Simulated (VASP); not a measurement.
Here is a VASP 6.6.1 calculation.

File INCAR:

```
SYSTEM = BAs
PREC = Accurate
ENCUT = 500
EDIFF = 1E-7
ISMEAR = 0
SIGMA = 0.02
LREAL = .FALSE.
LASPH = .TRUE.
NELM = 120
ALGO = Normal
ISIF = 3
LWAVE = .FALSE.
LCHARG = .FALSE.
IBRION = 2
NSW = 100
EDIFFG = -0.002
GGA_COMPAT = .FALSE.
NELMIN = 4
```

File KPOINTS:

```
Automatic mesh
0
G
  8 8 8
  0 0 0
```

POSCAR

```
BAs
1.0
    0.0000000000      2.3885000000      2.3885000000
    2.3885000000      0.0000000000      2.3885000000
    2.3885000000      2.3885000000      0.0000000000
B As
1 1
Direct
    0.0000000000      0.0000000000      0.0000000000
    0.2500000000      0.2500000000      0.2500000000
```

Potentials or basis: VASP PAW LDA potentials, release 64 (B, As).

The run is started by

```console
$ cat potpaw_LDA.64/B/POTCAR potpaw_LDA.64/As/POTCAR > POTCAR
$ mpirun -np 1 vasp_std > vasp.out
```

(1) Estimate the relaxed cell.

(2) Estimate the relaxed volume.

(3) Predict the band gap on the k mesh.

(4) What does it give for the space group after relaxing (to 0.05 Å)?

Answers

(1) a = 3.353 Å, b = 3.353 Å, c = 3.353 Å, α = 60.00°, β = 60.00°, γ = 60.00°.

(2) 13.33 Å³/atom.

(3) 1.12 eV, indirect (least direct gap 3.28 eV).

(4) F-43m (No. 216).
